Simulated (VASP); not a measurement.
Write the native input for VASP 6.6.1 that does the following.

```
Task                   : single point
Functional             : r2SCAN
Potentials or basis    : VASP PAW PBE potentials, release 64 (C)
Cutoff                 : 520 eV
k mesh                 : 4 × 4 × 2
Occupations            : fermi-dirac, width 0.112 eV
Spin                   : no spin polarisation
Dipole correction      : no
Further INCAR settings : LREAL = Auto; ALGO = Normal; EDIFF = 1e-06; NBANDS = 66
```

C:

```
CELL_PARAMETERS angstrom
0.00000 3.56025 3.56025
3.56025 0.00000 3.56025
5.34037 5.34037 0.00000
ATOMIC_POSITIONS crystal
C 0.99747 0.98911 0.01093
C 0.11044 0.12704 0.09235
C 0.01115 0.99488 0.33144
C 0.14353 0.13540 0.40984
C 0.99681 0.00007 0.66316
C 0.11602 0.12813 0.74901
C 0.99377 0.49428 0.00855
C 0.12095 0.61586 0.08687
C 0.98903 0.51147 0.32588
C 0.12216 0.62974 0.41055
C 0.00705 0.50227 0.66322
C 0.13563 0.62300 0.74888
C 0.49901 0.00614 0.99702
C 0.62623 0.12687 0.08468
C 0.51923 0.98241 0.33364
C 0.61895 0.13273 0.41995
C 0.48762 0.00030 0.66752
C 0.62415 0.12381 0.74109
C 0.51528 0.50483 0.00139
C 0.61316 0.63894 0.08709
C 0.48447 0.50431 0.32904
C 0.62046 0.61435 0.41612
C 0.51037 0.49164 0.66831
C 0.63706 0.62243 0.75345
```

These files were run (other wordings do the same):

POSCAR

```
C
1.0
    0.0000000000      3.5602482822      3.5602482822
    3.5602482822      0.0000000000      3.5602482822
    5.3403724233      5.3403724233      0.0000000000
C
24
Direct
   -0.0025265092     -0.0108866003      0.0109306983
    0.1104427188      0.1270418421      0.0923496455
    0.0111506268     -0.0051238000      0.3314358737
    0.1435342312      0.1353985626      0.4098441694
   -0.0031893843      0.0000735904      0.6631580570
    0.1160211219      0.1281284236      0.7490095602
   -0.0062289195      0.4942785897      0.0085543659
    0.1209469020      0.6158592958      0.0868682862
   -0.0109746560      0.5114714918      0.3258781152
    0.1221618453      0.6297388054      0.4105538577
    0.0070534407      0.5022677797      0.6632230338
    0.1356321138      0.6230020561      0.7488801685
    0.4990077543      0.0061384764     -0.0029820954
    0.6262264099      0.1268685396      0.0846840752
    0.5192257263     -0.0175949808      0.3336444275
    0.6189458783      0.1327306307      0.4199488017
    0.4876183801      0.0002964681      0.6675247000
    0.6241518355      0.1238111685      0.7410927902
    0.5152760017      0.5048312245      0.0013908206
    0.6131635569      0.6389449049      0.0870908362
    0.4844743578      0.5043123001      0.3290420332
    0.6204592559      0.6143456373      0.4161211661
    0.5103721302      0.4916377627      0.6683094768
    0.6370550086      0.6224282197      0.7534468912
```

INCAR.step1

```
SYSTEM = C
ALGO     = Normal         ! electronic algorithm
EDIFF    = 1E-4           ! SCF threshold, eV
ENCUT    = 520            ! plane-wave cutoff, eV
GGA      = PE             ! functional
ISMEAR   = -1             ! smearing method
LASPH    = .TRUE.         ! aspherical terms in the spheres
LCHARG   = .FALSE.        ! write CHGCAR
LREAL    = Auto         
LWAVE    = .TRUE.         ! write WAVECAR
NBANDS   = 66             ! bands
NELM     = 100            ! most SCF steps
PREC     = Accurate       ! precision mode
SIGMA    = 0.112          ! smearing width, eV
```

INCAR.step2

```
SYSTEM = C
ALGO     = Normal         ! electronic algorithm
EDIFF    = 1E-6           ! SCF threshold, eV
ENCUT    = 520            ! plane-wave cutoff, eV
ISIF     = 2              ! what is computed and relaxed
ISMEAR   = -1             ! smearing method
ISTART   = 1            
LASPH    = .TRUE.         ! aspherical terms in the spheres
LCHARG   = .FALSE.        ! write CHGCAR
LMIXTAU  = .TRUE.       
LREAL    = Auto         
LWAVE    = .FALSE.        ! write WAVECAR
METAGGA  = R2SCAN         ! meta-GGA
NBANDS   = 66             ! bands
NELM     = 100            ! most SCF steps
PREC     = Accurate       ! precision mode
SIGMA    = 0.112          ! smearing width, eV
```

KPOINTS

```
k-points
0
G
  4 4 2
  0 0 0
```

Potentials or basis: VASP PAW PBE potentials, release 64 (C).

The run is started by

```sh
$ cat potpaw_PBE.64/C/POTCAR > POTCAR
$ cp INCAR.step1 INCAR
$ mpirun -np 1 vasp_std > vasp.out
$ cp INCAR.step2 INCAR
$ mpirun -np 1 vasp_std > vasp.out
```

It gave:

| Item | Value |
| --- | --- |
| Pressure | 2.8 GPa |
| Largest force | 3.852 eV/Å |
| Band gap on the k mesh | 4.01 eV |

Caveat: the k points lie up to 0.51 Å⁻¹ apart; the atoms stand as in a frame of molecular dynamics; the PAW data sets were made with another functional, which shifts forces and pressure a little.

Wall time 10 min on 1 thread of Intel(R) Xeon(R) Platinum 8488C (Sapphire Rapids), with other jobs on the host, peak memory 0.34 GiB.
